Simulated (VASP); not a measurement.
Input of a VASP 6.6.1 run:

The input INCAR:

```
SYSTEM = Ga2Ge3O
  ALGO = Normal
  EDIFF = 1E-7
  ENCUT = 520
  GGA = PE
  ISIF = 2
  ISMEAR = 0
  LASPH = .TRUE.
  LCHARG = .TRUE.
  LELF = .TRUE.
  LREAL = .FALSE.
  LVHAR = .TRUE.
  LWAVE = .FALSE.
  NBANDS = 46
  NELM = 60
  PREC = Accurate
  SIGMA = 0.1
```

Contents of KPOINTS:

```
k-points
0
G
  6 6 4
  0 0 0
```

File POSCAR:

```
Ga2Ge3O
1.0
    4.4199255900      0.0000000000      0.0000000000
   -2.2099627900      3.8277678400      0.0000000000
    0.0000000000      0.0000000000      6.3260876700
Ga Ge O
2 3 1
Direct
    0.0000000000      0.0000000000      0.8192757700
    0.0000000000      0.0000000000      0.1807242300
    0.5000000000      0.0000000000      0.5000000000
    0.0000000000      0.5000000000      0.5000000000
    0.5000000000      0.5000000000      0.5000000000
    0.0000000000      0.0000000000      0.5000000000
```

Potentials or basis: VASP PAW PBE potentials, release 64 (Ga_d, Ge_d, O).

Launch:

```sh
$ cat potpaw_PBE.64/Ga_d/POTCAR potpaw_PBE.64/Ge_d/POTCAR potpaw_PBE.64/O/POTCAR > POTCAR
$ mpirun -np 1 vasp_std > vasp.out
```

(1) What does it give for the largest force?

(2) Predict the pressure.

Answers

(1) 0.621 eV/Å.

(2) 47.0 GPa.
